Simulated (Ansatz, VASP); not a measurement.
TiCo: VASP beside Ansatz

File INCAR:

```
SYSTEM = TiCo
PREC = Accurate
ENCUT = 520
EDIFF = 1E-6
ISMEAR = 0
SIGMA = 0.15
LREAL = .FALSE.
LASPH = .TRUE.
NELM = 150
ALGO = Fast
ISIF = 2
LWAVE = .FALSE.
LCHARG = .TRUE.
ISPIN = 2
MAGMOM = 0 0.6
LORBIT = 11
LMAXMIX = 4
GGA = PE
LELF = .TRUE.
LVHAR = .TRUE.
NBANDS = 22
```

KPOINTS

```
Automatic mesh
0
G
  16 16 16
  0 0 0
```

Contents of POSCAR:

```
TiCo
1.0
    2.9861109900      0.0000000000      0.0000000000
    0.0000000000      2.9861109900      0.0000000000
    0.0000000000      0.0000000000      2.9562498801
Ti Co
1 1
Direct
    0.0000000000      0.0000000000      0.0000000000
    0.5000000000      0.5000000000      0.5000000000
```

Input for Ansatz:

```yaml
crystal:
  lattice:
    - [2.98611099, 0.0, 0.0]
    - [0.0, 2.98611099, 0.0]
    - [0.0, 0.0, 2.9562498801]
  atoms:
    - { symbol: Ti, position: [0.0, 0.0, 0.0] }
    - { symbol: Co, position: [0.5, 0.5, 0.5], spin: 0.6 }
basis:
  ecutwfc: 420
kpoints:
  mp_grid: { grid: [16, 16, 16] }
hamiltonian:
  xc: pbe
scf:
  occupations: { method: gaussian, width: 0.15 }
output:
  forces: true
  stress: true
  eigenvalues: true
  populations: true
magnetization:
  spin_polarized: true
```

Change from the starting cell: strain -0.0100 x Voigt [0, 0, 1, 0, 0, 0], atoms carried along.

Alike in both runs: task single point; functional PBE; k mesh 16 × 16 × 16; occupations gaussian, width 0.15 eV; collinear spin.

|  | VASP | Ansatz |
| --- | --- | --- |
| version | VASP 6.6.1 | Ansatz 0.2.0 |
| potentials or method | VASP PAW PBE potentials, release 64 (Ti_sv, Co), cutoff 520 eV | scalar-relativistic, plane waves, PAW |
| valence electrons in the cell | 21 | 29 |

|  | VASP | Ansatz | Ansatz less VASP |
| --- | --- | --- | --- |
| gap on the k mesh at the Fermi level (eV) | none | none | - |
| pressure (GPa) | 1.0 | 1.6 | +0.56 |
| traceless stress, the component that is largest in VASP (GPa) | 0.87 | 0.93 | +0.061 |
| net moment per atom (μB) | 0.42 | 0.43 | +0.009 |
| size of the moment on the site where the two differ most (μB) | 0.92 | 0.96 | +0.040 |

Site moments also hang on the region over which each program counts them. A gap of «none» marks a metal or a gap that the smearing closes. VASP's potentials hold 21 valence electrons a cell and Ansatz's 29, so a difference there can come from the potentials and not from the codes.
